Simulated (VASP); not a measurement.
# Sc (P6_3/mmc) in VASP: further runs, part 2 of 2

VASP 6.6.1. Earlier steps stand in the parts before.

### 5 Single point, LDA (volume scaled by 0.88)

INCAR reads:

```
SYSTEM = Sc
PREC     = Accurate       ! precision mode
ENCUT    = 520            ! plane-wave cutoff, eV
EDIFF    = 1E-7           ! SCF threshold, eV
ISMEAR   = -1             ! smearing method
SIGMA    = 0.05           ! smearing width, eV
LREAL    = .FALSE.        ! projectors in reciprocal space
LASPH    = .TRUE.         ! aspherical terms in the spheres
NELM     = 60             ! most SCF steps
ALGO     = Normal         ! electronic algorithm
ISIF     = 2              ! what is computed and relaxed
LWAVE    = .FALSE.        ! write WAVECAR
LCHARG   = .TRUE.         ! write CHGCAR
GGA      = CA             ! functional
LELF     = .TRUE.         ! ELF
LVHAR    = .TRUE.       
NBANDS   = 18             ! bands
```

KPOINTS reads:

```
Automatic mesh
0
G
  15 15 8
  0 0 0
```

POSCAR reads:

```
Sc
1.0
    3.0995369931      0.0000000000      0.0000000000
   -1.5497684966      2.6842777760      0.0000000000
    0.0000000000      0.0000000000      4.7676826706
Sc
2
Direct
    0.3333333333      0.6666666667      0.2500000000
    0.6666666667      0.3333333333      0.7500000000
```

Potentials or basis: VASP PAW LDA potentials, release 64 (Sc_sv).

Run with:

```console
$ cat potpaw_LDA.64/Sc_sv/POTCAR > POTCAR
$ mpirun -np 1 vasp_std > vasp.out
```

OUTCAR:

```text
SYSTEM = Sc
   PREC = Accurate
   ENCUT = 520
   EDIFF = 1E-7
   ISMEAR = -1
   LREAL = .FALSE.
   LASPH = .TRUE.
   NELM = 60
   ISIF = 2
   GGA = CA

 ion  position               nearest neighbor table
   1  0.333  0.667  0.250-   2 2.98   2 2.98   2 2.98   2 2.98   2 2.98   2 2.98
   2  0.667  0.333  0.750-   1 2.98   1 2.98   1 2.98   1 2.98   1 2.98   1 2.98

  LATTYP: Found a hexagonal cell.
 ALAT       =     3.0995369931
 C/A-ratio  =     1.5381918916

  Lattice vectors:

 A1 = (   3.0995369931,   0.0000000000,   0.0000000000)
 A2 = (  -1.5497684966,   2.6842777760,   0.0000000000)
 A3 = (   0.0000000000,   0.0000000000,   4.7676826706)

Analysis of symmetry for initial positions (statically):
=====================================================================
 Subroutine PRICEL returns:
 Original cell was already a primitive cell.

 Routine SETGRP: Setting up the symmetry group for a
 hexagonal supercell.

 Subroutine GETGRP returns: Found 24 space group operations
 (whereof 12 operations were pure point group operations)
 out of a pool of 24 trial point group operations.

The static configuration has the point symmetry D_3d.
 The point group associated with its full space group is D_6h.

Analysis of symmetry for dynamics (positions and initial velocities):
=====================================================================
 Subroutine PRICEL returns:
 Original cell was already a primitive cell.

 Routine SETGRP: Setting up the symmetry group for a
 hexagonal supercell.

 Subroutine GETGRP returns: Found 24 space group operations
 (whereof 12 operations were pure point group operations)
 out of a pool of 24 trial point group operations.

[... 107 lines left out ...]
   ISIF   =      2    stress and relaxation
   ISYM   =      2    0-nonsym 1-usesym 2-fastsym
   POTIM  = 0.5000    time-step for ionic-motion
   TEBEG  =    0.0;   TEEND  =   0.0 temperature during run
   PSTRESS=    0.0 pullay stress
   NELECT =      22.0000    total number of electrons
   NUPDOWN=      -1.0000    fix difference up-down
   EMIN   =  10.00;   EMAX   =-10.00  energy-range for DOS
   EFERMI =   0.00;   METHOD = LEGACY
   ISMEAR =    -1;   SIGMA  =   0.05  broadening in eV -4-tet -1-fermi 0-gaus
   EFERMI_NEDOS =   21; number of points for ismear=-14 and -15
   IALGO  =     38    algorithm
   IMIX   =      4    mixing-type and parameters
     AMIX     =   0.40;   BMIX     =  1.00
     AMIX_MAG =   1.60;   BMIX_MAG =  1.00
  volume/ion in A,a.u.               =      19.83       133.84
  Fermi-wavevector in a.u.,A,eV,Ry     =   1.345050  2.541776 24.615119  1.809160
  Thomas-Fermi vector in A             =   2.472995
   LORBIT       =      0    0 simple, 1 ext, 2 COOP (PROOUT), +10 PAW based schemes
   GGA     = CA    functional components
   LHFCALC =     F    Hartree Fock is set to
   AEXX    =    0.0000 exact exchange contribution
   IVDW    =     0    specifies the selected vdW correction
   LEPSILON=     F    determine dielectric tensor
   LRPA    =     F    only Hartree local field effects (RPA)
 non-spin polarized calculation
  energy-cutoff  :      520.00
  volume of cell :       39.67
 maximum number of plane-waves:      1088
 NGX is ok and might be reduce to    24
   NGX = 11   NGY = 11   NGZ = 17

 number of electron      22.0000007 magnetization

 Free energy of the ion-electron system (eV)
  ---------------------------------------------------
  ext. energy  EPLUGINS =         0.00000000
  ---------------------------------------------------
  free energy    TOTEN  =       -13.31034082 eV

  energy without entropy =      -13.28472006  energy(sigma->0) =      -13.29753044

 E-fermi :   4.8177     XC(G=0): -11.0764

 val. band max:        4.8105031567   @ k =   0.4000   0.0000   0.1250
 cond. band min:       4.8445389094   @ k =   0.2000   0.0000   0.2500
 fundamental gap:      0.0340357526
 Fermi energy:         4.8176669090

 k-point     1 :       0.0000    0.0000    0.0000
  band No.  band energies     occupation
      1     -43.4854      2.00000
      2     -43.2931      2.00000
      3     -22.9172      2.00000
      4     -22.1904      2.00000
      5     -22.1904      2.00000
      6     -22.0495      2.00000
[... 481 lines left out ...]
      5     -22.4653      2.00000
      6     -22.4531      2.00000
[... 10 lines left out ...]
     17       9.5528      0.00000
     18       9.7527      0.00000

 [... further k-points ...]
[... 5 lines left out ...]
  --------------------------------------------------------------------------------------
  -------------------------------------------------------------------------------------
  Total        2.4101104      2.4101104      2.4140844     -0.0000000      0.0000000     -0.0000000
  in kB       97.3455056     97.3455056     97.5060141     -0.0000000      0.0000000     -0.0000000
  external PRESSURE =      97.3990084 kB  Pullay stress =       0.0000000 kB

 VOLUME and BASIS-vectors are now :
 -----------------------------------------------------------------------------
  energy-cutoff  :      520.00
  volume of cell :       39.67
      direct lattice vectors                 reciprocal lattice vectors
     3.099536993  0.000000000  0.000000000     0.322628832  0.186269843  0.000000000
    -1.549768497  2.684277776  0.000000000     0.000000000  0.372539686  0.000000000
     0.000000000  0.000000000  4.767682671     0.000000000  0.000000000  0.209745503

 POSITION                                       TOTAL-FORCE (eV/Angst)
 -----------------------------------------------------------------------------------
     -0.00000      1.78952      1.19192         0.000000     -0.000000      0.000000
      1.54977      0.89476      3.57576        -0.000000      0.000000      0.000000
 -----------------------------------------------------------------------------------
    total drift:                               -0.000000      0.000000     -0.000000

  FREE ENERGIE OF THE ION-ELECTRON SYSTEM (eV)
  ---------------------------------------------------
  free  energy   TOTEN  =       -13.3103408218 eV

  energy  without entropy=      -13.2847200638  energy(sigma->0) =      -13.29753044
```

OSZICAR:

```text
N       E                     dE             d eps       ncg     rms          rms(c)
DAV:   1     0.346490220761E+03    0.34649E+03   -0.10946E+04  4892   0.140E+03
DAV:   2     0.522007066139E+01   -0.34127E+03   -0.33429E+03  6004   0.559E+02
DAV:   3    -0.140349263058E+02   -0.19255E+02   -0.18407E+02  7978   0.170E+02
DAV:   4    -0.143987508630E+02   -0.36382E+00   -0.35951E+00  7450   0.211E+01
DAV:   5    -0.144024697218E+02   -0.37189E-02   -0.37167E-02  8238   0.234E+00    0.978E+00
DAV:   6    -0.134691423788E+02    0.93333E+00   -0.19305E+00  6444   0.172E+01    0.324E+00
DAV:   7    -0.133226437128E+02    0.14650E+00   -0.51860E-01  6624   0.815E+00    0.651E-01
DAV:   8    -0.133106623192E+02    0.11981E-01   -0.20890E-02  6842   0.192E+00    0.186E-01
DAV:   9    -0.133103231539E+02    0.33917E-03   -0.27133E-03  6948   0.574E-01    0.190E-02
DAV:  10    -0.133103402794E+02   -0.17126E-04   -0.66760E-05  7614   0.114E-01    0.355E-03
DAV:  11    -0.133103408139E+02   -0.53451E-06   -0.10563E-06  7664   0.125E-02    0.811E-04
DAV:  12    -0.133103408218E+02   -0.78489E-08   -0.44040E-08  3634   0.360E-03
   1 F= -.13310341E+02 E0= -.13297530E+02  d E =-.256208E-01
```

It took 46 s on 1 thread of AMD EPYC 9R45 (Zen 5), shared host; peak memory 0.16 GiB.

What came out:

- Free energy: -13.3103 eV
- Pressure: 9.7 GPa
- Band gap on the k mesh: zero (band 11 reaches 6.31 eV, above the bottom of band 12 at 4.19 eV)

Levels at points of the mesh, in eV from the Fermi level:
| k point | band 8 | band 9 | band 10 | band 11 | band 12 | band 13 | band 14 | band 15 |
| --- | --- | --- | --- | --- | --- | --- | --- | --- |
| (0.00, 0.00, 0.00) | -26.81 | -5.38 | -1.95 | 1.49 | 1.77 | 1.77 | 2.23 | 2.40 |
| (0.00, 0.00, 0.50) | -26.94 | -3.54 | -3.54 | 1.16 | 1.16 | 1.64 | 1.64 | 1.64 |

Caveat: the cell differs from its parent crystal (volume scaled by 0.88).

### 6 Single point, LDA

This run uses another cell than the first one, of 22.54 Å³/atom, 1.282 times its volume.

INCAR reads:

```
  PREC = Accurate
  ENCUT = 520
  EDIFF = 1E-7
  ISMEAR = -1
  SIGMA = 0.05
  LREAL = False
  LASPH = True
  NELM = 80
  ALGO = Normal
  ISIF = 2
  LWAVE = False
  LCHARG = False
  GGA = CA
  NBANDS = 18
```

KPOINTS reads:

```
Automatic mesh
0
Gamma
  15 15 8
```

POSCAR reads:

```
Sc
1.0
    3.2301149627      0.0000000000      0.0000000000
   -1.6150574814      2.7973616149      0.0000000000
    0.0000000000      0.0000000000      4.9886422276
Sc
2
Direct
    0.3333333333      0.6666666667      0.2500000000
    0.6666666667      0.3333333333      0.7500000000
```

Potentials or basis: VASP PAW LDA potentials, release 64 (Sc_sv).

Run with:

```console
$ cat potpaw_LDA.64/Sc_sv/POTCAR > POTCAR
$ mpirun -np 1 vasp_std > vasp.out
```

OUTCAR:

```text
PREC = Accurate
   ENCUT = 520
   EDIFF = 1E-7
   ISMEAR = -1
   LREAL = False
   LASPH = True
   NELM = 80
   ISIF = 2
   GGA = CA

 ion  position               nearest neighbor table
   1  0.333  0.667  0.250-   2 3.11   2 3.11   2 3.11   2 3.11   2 3.11   2 3.11
   2  0.667  0.333  0.750-   1 3.11   1 3.11   1 3.11   1 3.11   1 3.11   1 3.11

  LATTYP: Found a hexagonal cell.
 ALAT       =     3.2301149627
 C/A-ratio  =     1.5444163088

  Lattice vectors:

 A1 = (   3.2301149627,   0.0000000000,   0.0000000000)
[... 192 lines left out ...]
      6     -23.2964      2.00000
[... 481 lines left out ...]
      5     -23.5715      2.00000
      6     -23.5652      2.00000
[... 10 lines left out ...]
     17       8.1195      0.00000
     18       8.2762      0.00000

 [... further k-points ...]
[... 5 lines left out ...]
  --------------------------------------------------------------------------------------
  -------------------------------------------------------------------------------------
  Total        0.0126243      0.0126243      0.0179590     -0.0000000      0.0000000      0.0000000
  in kB        0.4487129      0.4487129      0.6383269     -0.0000000      0.0000000      0.0000000
  external PRESSURE =       0.5119175 kB  Pullay stress =       0.0000000 kB

 VOLUME and BASIS-vectors are now :
 -----------------------------------------------------------------------------
  energy-cutoff  :      520.00
  volume of cell :       45.08
      direct lattice vectors                 reciprocal lattice vectors
     3.230114963  0.000000000  0.000000000     0.309586504  0.178739852  0.000000000
    -1.615057481  2.797361615  0.000000000     0.000000000  0.357479703  0.000000000
     0.000000000  0.000000000  4.988642228     0.000000000  0.000000000  0.200455345

 POSITION                                       TOTAL-FORCE (eV/Angst)
 -----------------------------------------------------------------------------------
     -0.00000      1.86491      1.24716        -0.000000      0.000000      0.000000
      1.61506      0.93245      3.74148         0.000000     -0.000000      0.000000
 -----------------------------------------------------------------------------------
    total drift:                               -0.000000      0.000000     -0.000000

  FREE ENERGIE OF THE ION-ELECTRON SYSTEM (eV)
  ---------------------------------------------------
  free  energy   TOTEN  =       -13.4642493120 eV

  energy  without entropy=      -13.4348061629  energy(sigma->0) =      -13.44952774
```

OSZICAR:

```text
N       E                     dE             d eps       ncg     rms          rms(c)
DAV:   1     0.358511643675E+03    0.35851E+03   -0.10928E+04  4884   0.136E+03
DAV:   2     0.527799471061E+01   -0.35323E+03   -0.34637E+03  6108   0.557E+02
DAV:   3    -0.143895320183E+02   -0.19668E+02   -0.19022E+02  8070   0.169E+02
DAV:   4    -0.147511451495E+02   -0.36161E+00   -0.35870E+00  7562   0.205E+01
DAV:   5    -0.147550295560E+02   -0.38844E-02   -0.38815E-02  8302   0.240E+00    0.831E+00
DAV:   6    -0.136360379892E+02    0.11190E+01   -0.24699E+00  6448   0.185E+01    0.251E+00
DAV:   7    -0.134783218524E+02    0.15772E+00   -0.60563E-01  6672   0.826E+00    0.739E-01
DAV:   8    -0.134650313154E+02    0.13291E-01   -0.27149E-02  6384   0.224E+00    0.219E-01
DAV:   9    -0.134642264774E+02    0.80484E-03   -0.54195E-03  7088   0.776E-01    0.212E-02
DAV:  10    -0.134642485907E+02   -0.22113E-04   -0.96436E-05  7520   0.137E-01    0.448E-03
DAV:  11    -0.134642493136E+02   -0.72289E-06   -0.21372E-06  8124   0.161E-02    0.109E-03
DAV:  12    -0.134642493120E+02    0.15784E-08   -0.11845E-07  4314   0.430E-03
   1 F= -.13464249E+02 E0= -.13449528E+02  d E =-.294431E-01
```

stdout:

```text
POSCAR found type information on POSCAR Sc
 POSCAR found :  1 types and       2 ions
 scaLAPACK will be used
 LDA part: xc-table for (Slater(with rela. corr.)+CA(PZ))
 , standard interpolation
 POSCAR, INCAR and KPOINTS ok, starting setup
 FFT: planning ... GRIDC
 FFT: planning ... GRID_SOFT
 FFT: planning ... GRID
 WAVECAR not read
 entering main loop
```

It took 34 s on 1 thread of Intel Xeon 6975P-C (Granite Rapids), shared host; peak memory 0.2 GiB.

Results:

```
Free energy            : -13.4642 eV
Pressure               : 0.1 GPa
Band gap on the k mesh : zero (band 11 reaches 5.03 eV, above the bottom of band 12 at 3.38 eV)
```

Levels at points of the mesh, in eV from the Fermi level:
```csv
k point,band 7,band 8,band 9,band 10,band 11,band 12,band 13,band 14,band 15,band 16
"(0.00, 0.00, 0.00)",-27.29,-27.24,-5.22,-1.76,1.01,1.63,1.63,1.99,2.16,2.16
"(0.00, 0.00, 0.50)",-27.33,-27.33,-3.55,-3.55,1.04,1.04,1.53,1.53,1.53,1.53
```

### 7 Overview

| cell | gap on the mesh (eV) | pressure (GPa) |
| --- | --- | --- |
| a = 2.973, b = 2.973, c = 4.592 Å, angles 90.0, 90.0, 120.0°, 2 atoms | none | 22.3 |
| a = 3.100, b = 3.100, c = 4.768 Å, angles 90.0, 90.0, 120.0°, 2 atoms | none | 9.7 |
| a = 3.230, b = 3.230, c = 4.989 Å, angles 90.0, 90.0, 120.0°, 2 atoms | none | 0.1 |

Alike in all rows: task single point; level LDA; potentials or basis VASP PAW LDA potentials, release 64 (Sc_sv); no spin polarisation; k mesh 15 × 15 × 8; cutoff (eV) 520; smearing fermi-dirac 0.05 eV.

Total energies depend on the potentials used, so only differences within one code and one set of settings carry meaning.
